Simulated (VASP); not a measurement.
Here is a VASP 6.6.1 calculation.

File INCAR:

```
ALGO = Normal
EDIFF = 1E-6
ENCUT = 600
GGA = PS
GGA_COMPAT = F
ISIF = 2
ISMEAR = 0
LASPH = T
LCHARG = F
LORBIT = 11
LORBMOM = T
LREAL = F
LSORBIT = T
LWAVE = F
MAGMOM = 0 0 0 0 0 0
NBANDS = 20
NELM = 200
PREC = Accurate
SIGMA = 0.01
```

The input KPOINTS:

```
k-points
0
Gamma
  9 9 9
```

The input POSCAR:

```
BN
1.0
   -0.0139711365      1.8066028367      1.8066028367
    1.8066028367     -0.0139711365      1.8066028367
    1.8066028367      1.8066028367     -0.0139711365
B N
1 1
Direct
   -0.0000807545     -0.0000807545     -0.0000807545
    0.2500807545      0.2500807545      0.2500807545
```

Potentials or basis: VASP PAW PBE potentials, release 64 (B, N).

Launch:

```bash
$ cat potpaw_PBE.64/B/POTCAR potpaw_PBE.64/N/POTCAR > POTCAR
$ mpirun -np 1 vasp_ncl > vasp.out
```

**Question.** Estimate the pressure.

**Answer.** -6.3 GPa.

**Question.** Estimate the net moment.

**Answer.** 0.00 μB per cell.

**Question.** Predict the largest force.

**Answer.** 0.005 eV/Å.

Moments on the atoms (μB; x, y, z):
```
B   0.00 0.00 0.00
N   0.00 0.00 0.00
```

Caveat: the cell stands under tension; the PAW data sets were made with another functional, which shifts forces and pressure a little.
